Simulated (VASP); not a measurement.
Write the native input for VASP 6.6.1 that does the following.

* Task: single point
* Functional: PBE
* Potentials or basis: VASP PAW PBE potentials, release 64 (Cd_sv_GW, S)
* Cutoff: 540 eV
* k mesh: 6 × 6 × 6
* Occupations: gaussian, width 0.5 eV
* Spin: no spin polarisation
* Dipole correction: no
* Second run: valence_matched
* Further INCAR settings: ALGO = Normal; EDIFF = 1e-06; NBANDS = 20

The structure of CdS lies in POSCAR:

```
CdS
1.0
    0.0000000000      2.9392148400      2.9392148400
    2.9392148400      0.0000000000      2.9392148400
    2.9392148400      2.9392148400      0.0000000000
Cd S
1 1
Direct
    0.0000000000      0.0000000000      0.0000000000
    0.2500000000      0.2500000000      0.2500000000
```

These files were run (other wordings do the same):

INCAR

```
PREC     = Accurate       # precision mode
ENCUT    = 540            # plane-wave cutoff, eV
EDIFF    = 1E-6           # SCF threshold, eV
ISMEAR   = 0              # smearing method
SIGMA    = 0.5            # smearing width, eV
LREAL    = F              # projectors in reciprocal space
LASPH    = T              # aspherical terms in the spheres
NELM     = 120            # most SCF steps
ALGO     = Normal         # electronic algorithm
ISIF     = 2              # what is computed and relaxed
LWAVE    = F              # write WAVECAR
LCHARG   = F              # write CHGCAR
GGA      = PE             # functional
NBANDS   = 20             # bands
GGA_COMPAT= F
```

KPOINTS

```
Automatic mesh
0
Gamma
  6 6 6
```

Potentials or basis: VASP PAW PBE potentials, release 64 (Cd_sv_GW, S).

The run is started by

```console
$ cat potpaw_PBE.64/Cd_sv_GW/POTCAR potpaw_PBE.64/S/POTCAR > POTCAR
$ mpirun -np 1 vasp_std > vasp.out
```

Results of the run:

| Quantity | Value |
| --- | --- |
| Pressure | 0.4 GPa |
| Band gap on the k mesh | 1.09 eV, direct |

Run time: 27 s on 1 thread of AMD EPYC 7R13 Processor (Zen 3) (shared host), peak memory 0.16 GiB.
